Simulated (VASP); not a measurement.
# Bi (Im-3m) in VASP: notebook

Runs on Bi. Level: PBEsol. Tasks: relaxation of cell and atoms.

Program: VASP 6.6.1. These are calculated values, not measurements. Logs are shortened: lines on timing, memory, paths and dates and some standing lists are left out, and cuts for length are marked.

### Step 1. The cell of the first run

Symmetry: Im-3m, No. 229, cubic system. The conventional cell has a = 3.963 Å, b = 3.963 Å, c = 3.963 Å, α = 90.00°, β = 90.00°, γ = 90.00°. Within 4.5 Å of Bi (site symmetry m-3m) lie 14 Bi at 3.43 to 3.96 Å.

### Step 2. Relaxation of cell and atoms, PBEsol

INCAR

```
SYSTEM = Bi
ALGO = Normal ; EDIFF = 1E-6
EDIFFG = -0.02 ; ENCUT = 600
GGA = PS ; IBRION = 2
ISIF = 3 ; ISMEAR = -1
LASPH = .True. ; LCHARG = .False.
LREAL = .False. ; LWAVE = .False.
NELM = 60 ; NSW = 80
PREC = Accurate ; SIGMA = 0.05
```

KPOINTS

```
k-points
0
Gamma
  9 9 9
  0 0 0
```

POSCAR

```
Bi
1.0
   -1.9814305318      1.9814305318      1.9814305318
    1.9814305318     -1.9814305318      1.9814305318
    1.9814305318      1.9814305318     -1.9814305318
Bi
1
Direct
    0.0000000000      0.0000000000      0.0000000000
```

Potentials or basis: VASP PAW PBE potentials, release 64 (Bi_d).

Run with:

```sh
$ cat potpaw_PBE.64/Bi_d/POTCAR > POTCAR
$ mpirun -np 1 vasp_std > vasp.out
```

OUTCAR:

```text
SYSTEM = Bi
   EDIFF = 1E-6
   EDIFFG = -0.02
   ENCUT = 600
   GGA = PS
   IBRION = 2
   ISIF = 3
   ISMEAR = -1
   LASPH = .True.
   LREAL = .False.
   NELM = 60
   NSW = 80
   PREC = Accurate

 ion  position               nearest neighbor table
   1  0.000  0.000  0.000-

  LATTYP: Found a body centered cubic cell.
 ALAT       =     3.9628610636

  Lattice vectors:

 A1 = (  -1.9814305318,   1.9814305318,   1.9814305318)
 A2 = (   1.9814305318,  -1.9814305318,   1.9814305318)
 A3 = (   1.9814305318,   1.9814305318,  -1.9814305318)

Analysis of symmetry for initial positions (statically):
=====================================================================
 Subroutine PRICEL returns:
 Original cell was already a primitive cell.

 Routine SETGRP: Setting up the symmetry group for a
 body centered cubic supercell.

 Subroutine GETGRP returns: Found 48 space group operations
[... 9 lines left out ...]

 Routine SETGRP: Setting up the symmetry group for a
 body centered cubic supercell.

 Subroutine GETGRP returns: Found 48 space group operations
[... 11 lines left out ...]
                                     Primitive cell

  volume of cell :      31.1169

  direct lattice vectors                    reciprocal lattice vectors
    -1.981430532  1.981430532  1.981430532     0.000000000  0.252342937  0.252342937
     1.981430532 -1.981430532  1.981430532     0.252342937  0.000000000  0.252342937
     1.981430532  1.981430532 -1.981430532     0.252342937  0.252342937  0.000000000

  length of vectors
     3.431938353  3.431938353  3.431938353     0.356866804  0.356866804  0.356866804

  position of ions in fractional coordinates (direct lattice)
     0.000000000  0.000000000  0.000000000

  ion indices of the primitive-cell ions
   primitive index   ion index
                 1           1

----------------------------------------------------------------------------------------

 KPOINTS: k-points

Automatic generation of k-mesh.
 Grid dimensions read from file:
 generate k-points for:    9    9    9

 Generating k-lattice:

  Cartesian coordinates                     Fractional coordinates (reciprocal lattice)
     0.000000000  0.028038104  0.028038104     0.111111111  0.000000000  0.000000000
     0.028038104  0.000000000  0.028038104     0.000000000  0.111111111  0.000000000
     0.028038104  0.028038104  0.000000000     0.000000000  0.000000000  0.111111111

  Length of vectors
     0.039651867  0.039651867  0.039651867

  Shift w.r.t. Gamma in fractional coordinates (k-lattice)
     0.000000000  0.000000000  0.000000000

 Subroutine IBZKPT returns following result:
 ===========================================

 Found     35 irreducible k-points:

 Following reciprocal coordinates:
            Coordinates               Weight
  0.000000  0.000000  0.000000      1.000000
  0.111111  0.000000  0.000000     12.000000
  0.222222  0.000000  0.000000     12.000000
  0.333333  0.000000  0.000000     12.000000
  0.444444  0.000000  0.000000     12.000000
  0.111111  0.111111  0.000000     24.000000
[... 16 lines left out ...]
 -0.333333  0.444444  0.111111     48.000000
 -0.444444 -0.444444  0.111111     24.000000
 [... further k-points ...]
   k-points           NKPTS =     35   k-points in BZ     NKDIM =     35   number of bands    NBANDS=     11
   number of dos      NEDOS =    301   number of ions     NIONS =      1
   total plane-waves  NPLWV =  21952
   dimension x,y,z NGX =    28 NGY =   28 NGZ =   28
   dimension x,y,z NGXF=    56 NGYF=   56 NGZF=   56
   ions per type =               1
   NGX,Y,Z   is equivalent  to a cutoff of  13.56, 13.56, 13.56 a.u.
   NGXF,Y,Z  is equivalent  to a cutoff of  27.13, 27.13, 27.13 a.u.
 SYSTEM =  Bi
   PREC   = accura    normal or accurate (medium, high low for compatibility)
   ISTART =      0    job   : 0-new  1-cont  2-samecut
   ICHARG =      2    charge: 1-file 2-atom 10-const
   ISPIN  =      1    spin polarized calculation?
   LNONCOLLINEAR =      F non collinear calculations
   LSORBIT =      F    spin-orbit coupling
   LASPH  =      T    aspherical Exc in radial PAW
   ENCUT  =  600.0 eV  44.10 Ry    6.64 a.u.   6.85  6.85  6.85*2*pi/ulx,y,z
   NELM   =     60;   NELMIN=  2; NELMDL= -5     # of ELM steps
   EDIFF  = 0.1E-05   stopping-criterion for ELM
   LREAL  =      F    real-space projection
   EDIFFG = -.2E-01   stopping-criterion for IOM
   NSW    =     80    number of steps for IOM
   IBRION =      2    ionic relax: 0-MD 1-quasi-New 2-CG
   NFREE  =      1    steps in history (QN), initial steepest desc. (CG)
   ISIF   =      3    stress and relaxation
   ISYM   =      2    0-nonsym 1-usesym 2-fastsym
   POTIM  = 0.5000    time-step for ionic-motion
   TEBEG  =    0.0;   TEEND  =   0.0 temperature during run
   PSTRESS=    0.0 pullay stress
   NELECT =      15.0000    total number of electrons
   NUPDOWN=      -1.0000    fix difference up-down
   EMIN   =  10.00;   EMAX   =-10.00  energy-range for DOS
   EFERMI =   0.00;   METHOD = LEGACY
   ISMEAR =    -1;   SIGMA  =   0.05  broadening in eV -4-tet -1-fermi 0-gaus
   EFERMI_NEDOS =   21; number of points for ismear=-14 and -15
   IALGO  =     38    algorithm
   IMIX   =      4    mixing-type and parameters
     AMIX     =   0.40;   BMIX     =  1.00
     AMIX_MAG =   1.60;   BMIX_MAG =  1.00
  volume/ion in A,a.u.               =      31.12       209.99
  Fermi-wavevector in a.u.,A,eV,Ry     =   1.283630  2.425708 22.418388  1.647705
  Thomas-Fermi vector in A             =   2.415871
   LORBIT       =      0    0 simple, 1 ext, 2 COOP (PROOUT), +10 PAW based schemes
   GGA     = PS    functional components
   LHFCALC =     F    Hartree Fock is set to
   AEXX    =    0.0000 exact exchange contribution
   IVDW    =     0    specifies the selected vdW correction
   LEPSILON=     F    determine dielectric tensor
   LRPA    =     F    only Hartree local field effects (RPA)
 conjugate gradient relaxation of ions
 non-spin polarized calculation
  energy-cutoff  :      600.00
  volume of cell :       31.12
 maximum number of plane-waves:      1055
   NGX = 13   NGY = 13   NGZ = 13

--------------------------------------- Ionic step        1  -------------------------------------------

 number of electron      14.9999994 magnetization

 Free energy of the ion-electron system (eV)
  ---------------------------------------------------
  ext. energy  EPLUGINS =         0.00000000
  ---------------------------------------------------
  free energy    TOTEN  =        -4.22742945 eV

  energy without entropy =       -4.22326224  energy(sigma->0) =       -4.22534585

------------------------ aborting loop because EDIFF is reached ----------------------------------------

  FORCE on cell =-STRESS in cart. coord.  units (eV):
  Direction    XX          YY          ZZ          XY          YZ          ZX
  --------------------------------------------------------------------------------------
  -------------------------------------------------------------------------------------
  Total       -0.3811631     -0.3811631     -0.3811631     -0.0000000     -0.0000000      0.0000000
  in kB      -19.6256905    -19.6256905    -19.6256905     -0.0000000     -0.0000000      0.0000000
  external PRESSURE =     -19.6256905 kB  Pullay stress =       0.0000000 kB

 VOLUME and BASIS-vectors are now :
 -----------------------------------------------------------------------------
  energy-cutoff  :      600.00
  volume of cell :       31.12
      direct lattice vectors                 reciprocal lattice vectors
    -1.981430532  1.981430532  1.981430532     0.000000000  0.252342937  0.252342937
     1.981430532 -1.981430532  1.981430532     0.252342937  0.000000000  0.252342937
     1.981430532  1.981430532 -1.981430532     0.252342937  0.252342937  0.000000000
[... 36 lines left out ...]
 POSITION                                       TOTAL-FORCE (eV/Angst)
 -----------------------------------------------------------------------------------
      3.88999      0.00000      0.00000         0.000000      0.000000     -0.000000
 -----------------------------------------------------------------------------------
    total drift:                                0.000000      0.000000      0.000000

  FREE ENERGIE OF THE ION-ELECTRON SYSTEM (eV)
  ---------------------------------------------------
  free  energy   TOTEN  =        -4.2318937469 eV

  energy  without entropy=       -4.2271462133  energy(sigma->0) =       -4.22951998

--------------------------------------- Ionic step        3  -------------------------------------------

 number of electron      14.9999999 magnetization

 Free energy of the ion-electron system (eV)
  ---------------------------------------------------
  ext. energy  EPLUGINS =         0.00000000
  ---------------------------------------------------
  free energy    TOTEN  =        -4.23428433 eV

  energy without entropy =       -4.22995433  energy(sigma->0) =       -4.23211933

 E-fermi :   8.2632     XC(G=0): -10.6077

 val. band max:        8.2349762016   @ k =   0.2222   0.0000   0.0000
 cond. band min:       8.2743496195   @ k =  -0.2222   0.2222   0.1111
 fundamental gap:      0.0393734178
 Fermi energy:         8.2632154504

 k-point     1 :       0.0000    0.0000    0.0000
  band No.  band energies     occupation
      1     -14.7792      2.00000
      2     -14.7792      2.00000
      3     -14.7792      2.00000
      4     -14.6338      2.00000
      5     -14.6338      2.00000
      6      -5.5875      2.00000
      7      13.5716      0.00000
      8      13.5716      0.00000
      9      13.5716      0.00000
     10      17.7615      0.00000
     11      18.6781      0.00000

 k-point     2 :       0.1111    0.0000    0.0000
  band No.  band energies     occupation
      1     -14.7845      2.00000
      2     -14.7704      2.00000
      3     -14.7518      2.00000
      4     -14.6399      2.00000
      5     -14.6348      2.00000
      6      -5.3527      2.00000
      7      11.4841      0.00000
      8      12.8900      0.00000
      9      13.3458      0.00000
     10      17.0898      0.00000
     11      17.8273      0.00000
[... 295 lines left out ...]
 k-point    24 :      -0.4444   -0.4444    0.1111
  band No.  band energies     occupation
      1     -14.7683      2.00000
      2     -14.7306      2.00000
      3     -14.6804      2.00000
      4     -14.6393      2.00000
      5     -14.5548      2.00000
      6      -1.8868      2.00000
      7       3.6327      2.00000
      8       7.3025      2.00000
      9      10.9441      0.00000
     10      15.7023      0.00000
     11      17.1761      0.00000

 [... further k-points ...]
[... 5 lines left out ...]
  --------------------------------------------------------------------------------------
  -------------------------------------------------------------------------------------
  Total        0.0038720      0.0038720      0.0038720     -0.0000000      0.0000000     -0.0000000
  in kB        0.2065284      0.2065284      0.2065284     -0.0000000      0.0000000     -0.0000000
  external PRESSURE =       0.2065284 kB  Pullay stress =       0.0000000 kB

 VOLUME and BASIS-vectors are now :
 -----------------------------------------------------------------------------
  energy-cutoff  :      600.00
  volume of cell :       30.04
      direct lattice vectors                 reciprocal lattice vectors
    -1.958258138  1.958258138  1.958258138     0.000000000  0.255328953  0.255328953
     1.958258138 -1.958258138  1.958258138     0.255328953  0.000000000  0.255328953
     1.958258138  1.958258138 -1.958258138     0.255328953  0.255328953  0.000000000

 POSITION                                       TOTAL-FORCE (eV/Angst)
 -----------------------------------------------------------------------------------
     -0.00000      0.00000      0.00000        -0.000000      0.000000     -0.000000
 -----------------------------------------------------------------------------------
    total drift:                                0.000000      0.000000      0.000000

  FREE ENERGIE OF THE ION-ELECTRON SYSTEM (eV)
  ---------------------------------------------------
  free  energy   TOTEN  =        -4.2342843289 eV

  energy  without entropy=       -4.2299543271  energy(sigma->0) =       -4.23211933

 reached required accuracy - stopping structural energy minimisation
```

Run time: 28 s. Hardware: 1 thread of AMD EPYC 7R43 (Zen 3), shared host; peak memory 0.13 GiB.

Results:

```
Free energy                            : -4.2343 eV
Relaxed volume                         : 30.04 Å³/atom
Relaxed cell                           : a = 3.392 Å, b = 3.392 Å, c = 3.392 Å, α = 109.47°, β = 109.47°, γ = 109.47°
Space group after relaxing (to 0.05 Å) : Im-3m (No. 229)
Energy gained by relaxing              : 6.9 meV/atom
Ionic steps                            : 3
Pressure after relaxing                : 0.0 GPa
```

The path:
```
step  energy change (eV)  largest force (eV/Å)  pressure (GPa)  volume (Å³)
   1              0.0000                0.0000           -1.96        31.12
   2             -0.0045                0.0000            1.26        29.43
   3             -0.0069                0.0000            0.02        30.04
```

Final structure:
```xyz
1
Lattice="-1.9583 1.9583 1.9583 1.9583 -1.9583 1.9583 1.9583 1.9583 -1.9583" Properties=species:S:1:pos:R:3 pbc="T T T"
Bi    0.0000    0.0000    0.0000
```

Caveat: the PAW data sets were made with another functional, which shifts forces and pressure a little; spin-orbit coupling is left out, which moves the levels of the heavy elements.

(Continued in part 2 of 2.)
